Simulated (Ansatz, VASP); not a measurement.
## C in VASP and in Ansatz

```
CELL_PARAMETERS angstrom
-2.87461 -0.03561 0.00265
1.40454 -2.59628 -0.00760
-0.00500 0.01286 5.22902
ATOMIC_POSITIONS crystal
C 0.48789 0.45296 0.99644
C 0.48669 0.48168 0.48611
C 0.97718 0.50218 0.99204
C 0.99746 0.51797 0.48969
C 0.51969 0.02291 0.26909
C 0.53108 0.02229 0.76664
```

Change from the starting cell: cell x2, atoms moved at random (sigma 0.05 Å) and cell strained at random (1.5 %), then relaxed without symmetry.

Alike in both runs: task relaxation of cell and atoms; functional PBE; k mesh 8 × 8 × 4; occupations gaussian, width 0.2 eV; no spin polarisation.

```csv
,VASP,Ansatz
version,VASP 6.6.1,Ansatz 0.2.0
potentials or method,"VASP PAW PBE potentials, release 64 (C), cutoff 600 eV","scalar-relativistic, plane waves, PAW"
valence electrons in the cell,24,24
```

```csv
,VASP,Ansatz,Ansatz less VASP
"gap on the k mesh at the Fermi level, each at its own relaxed structure (eV)",none,none,-
relaxed volume (Å³/atom),6.38,6.39,+0.008
relaxed cell length with the largest relative difference (Å),3.512,3.521,+0.0083
```

A gap of «none» marks a metal or a gap that the smearing closes.
